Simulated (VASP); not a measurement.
HfSi5: single point with PBE

Crystal: HfSi5.

```
Hf Si
1.0
     5.01176    0.00000    0.00000
    -2.50588    4.34031    0.00000
     0.00000    0.00000    4.28542
Hf Si
1 5
Direct
  0.00000 0.00000 0.00000
  0.50000 0.00000 0.50000
  0.50000 0.50000 0.50000
  0.00000 0.50000 0.50000
  0.33333 0.66667 0.00000
  0.66667 0.33333 0.00000
```

The cell was built from a structure type or drawn by symmetry, and may not be a known phase.

* Program: VASP 6.6.1
* Task: single point
* Functional: PBE
* Potentials or basis: VASP PAW PBE potentials, release 64 (Hf_pv, Si)
* Cutoff: 520 eV
* k mesh: 12 × 12 × 10
* Occupations: gaussian, width 0.1 eV
* Spin: no spin polarisation
* Dipole correction: no
* Further INCAR settings: ALGO = Normal; EDIFF = 1e-07; NBANDS = 24

- Pressure: -0.3 GPa
- Band gap on the k mesh: zero (bands 15 and 16 overlap by 2.18 eV)

Levels at points of the mesh, in eV from the Fermi level:
```tsv
k point	band 13	band 14	band 15	band 16	band 17	band 18
(0.00, 0.00, 0.00)	-1.34	-0.61	-0.06	-0.06	0.08	0.08
(0.50, 0.00, 0.00)	-1.56	-1.11	-0.98	-0.62	0.40	1.69
(0.00, 0.00, 0.50)	-4.30	-0.83	-0.83	0.39	0.95	2.79
(0.50, 0.00, 0.50)	-0.52	0.20	0.71	1.50	1.56	1.81
```

Wall time 3.9 min on 1 thread of Intel Xeon 8259CL, on a shared host, peak memory 0.37 GiB.

Caveat: spin-orbit coupling is left out, which moves the levels of the heavy elements.
